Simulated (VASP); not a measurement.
Write the native input for VASP 6.6.1 that does the following.

- Task: single point
- Functional: PBE
- Potentials or basis: VASP PAW PBE potentials, release 64 (W_sv, Se)
- Cutoff: 520 eV
- k mesh: 9 × 9 × 2
- Occupations: gaussian, width 0.02 eV
- Spin: no spin polarisation
- Dipole correction: no
- Further INCAR settings: ALGO = Normal; EDIFF = 1e-07; NBANDS = 35

The structure of WSe2 lies in POSCAR:

```
WSe2
1.0
    3.3210988891      0.0000000000      0.0000000000
   -1.6605494445      2.8761560065      0.0000000000
    0.0000000000      0.0000000000     15.2628303461
W Se
2 4
Direct
    0.3333333333      0.6666666667      0.2500000000
    0.6666666667      0.3333333333      0.7500000000
    0.3333333333      0.6666666667      0.6400436606
    0.6666666667      0.3333333333      0.1400436606
    0.3333333333      0.6666666667      0.8599563394
    0.6666666667      0.3333333333      0.3599563394
```

One way to write it, as run:

INCAR

```
PREC = Accurate
ENCUT = 520
EDIFF = 1E-7
ISMEAR = 0
SIGMA = 0.02
LREAL = False
LASPH = True
NELM = 60
ALGO = Normal
ISIF = 2
LWAVE = False
LCHARG = True
GGA = PE
LELF = True
LVHAR = True
NBANDS = 35
```

KPOINTS

```
Automatic mesh
0
Gamma
  9 9 2
```

Potentials or basis: VASP PAW PBE potentials, release 64 (W_sv, Se).

Run with:

```sh
$ cat potpaw_PBE.64/W_sv/POTCAR potpaw_PBE.64/Se/POTCAR > POTCAR
$ mpirun -np 1 vasp_std > vasp.out
```

It gave:

```
Pressure               : 0.2 GPa
Largest force          : 0.042 eV/Å
Band gap on the k mesh : 1.52 eV, direct
```

Caveat: spin-orbit coupling is left out, which moves the levels of the heavy elements; this functional lacks dispersion, which binds the layers, so the pressure and a relaxed spacing across them are unreliable.

Run time: 3.3 min on 1 thread of Intel Xeon 6975P-C, on a shared host, peak memory 0.34 GiB.
